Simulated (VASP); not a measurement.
Input of a VASP 6.6.1 run:

Contents of INCAR:

```
SYSTEM = HfB
  PREC = Accurate
  ENCUT = 520
  EDIFF = 1E-6
  ISMEAR = 0
  SIGMA = 0.15
  LREAL = .FALSE.
  LASPH = .TRUE.
  NELM = 60
  ALGO = Normal
  ISIF = 2
  LWAVE = .FALSE.
  LCHARG = .FALSE.
  GGA = PS
  NBANDS = 14
```

Contents of KPOINTS:

```
Automatic mesh
0
G
  16 16 16
  0 0 0
```

File POSCAR:

```
HfB
1.0
    0.0000000000      2.3936993068      2.3936993068
    2.5054850644      0.0000000000      2.3936993068
    2.5054850644      2.3936993068      0.0000000000
Hf B
1 1
Direct
    0.4985704626      0.5014295374      0.5014295374
    0.0236036330     -0.0236036330     -0.0236036330
```

Potentials or basis: VASP PAW PBE potentials, release 64 (Hf_pv, B).

The run is started by

```sh
$ cat potpaw_PBE.64/Hf_pv/POTCAR potpaw_PBE.64/B/POTCAR > POTCAR
$ mpirun -np 1 vasp_std > vasp.out
```

What does it give for the pressure?

-6.1 GPa.

Estimate the largest force.

0.672 eV/Å.

Predict the band gap on the k mesh.

zero (an odd number of electrons rules out a gap without spin polarisation).

Forces on the atoms (eV/Å):
```
Hf  -0.672  0.000  0.000
B    0.672  0.000  0.000
```

Caveat: the cell differs from its parent crystal (atoms displaced along a vibrational mode, the cell strained); the cell stands under tension; the PAW data sets were made with another functional, which shifts forces and pressure a little; spin-orbit coupling is left out, which moves the levels of the heavy elements.
